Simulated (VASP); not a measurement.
# B: single point with PBEsol

The system is B.

```
B
1.0
    -0.91168    0.91168    0.91168
     0.91168   -0.91168    0.91168
     0.91168    0.91168   -0.91168
B
1
Direct
  0.00000 0.00000 0.00000
```

This isn't the form of B at room conditions, which is rhombohedral.

```yaml
Program: VASP 6.6.1
Task: single point
Functional: PBEsol
Potentials_or_basis: VASP PAW PBE potentials, release 64 (B)
Cutoff: 520 eV
k_mesh: 25 × 25 × 25
Occupations: fermi-dirac, width 0.08 eV
Spin: no spin polarisation
```

```json
{
  "Pressure": "589.0 GPa",
  "Band gap on the k mesh": "zero (an odd number of electrons rules out a gap without spin polarisation)"
}
```

Levels at points of the mesh, in eV from the Fermi level:
```tsv
k point	band 1	band 2	band 3	band 4
(0.00, 0.00, 0.00)	-28.19	28.97	28.97	28.97
```

Wall time 5.1 s on 1 thread of Intel(R) Xeon(R) Platinum 8259CL CPU @ 2.50GHz (Skylake/Cascade Lake), with other jobs on the host, peak memory 0.11 GiB.

Caveat: the cell stands under pressure; the PAW data sets were made with another functional, which shifts forces and pressure a little.
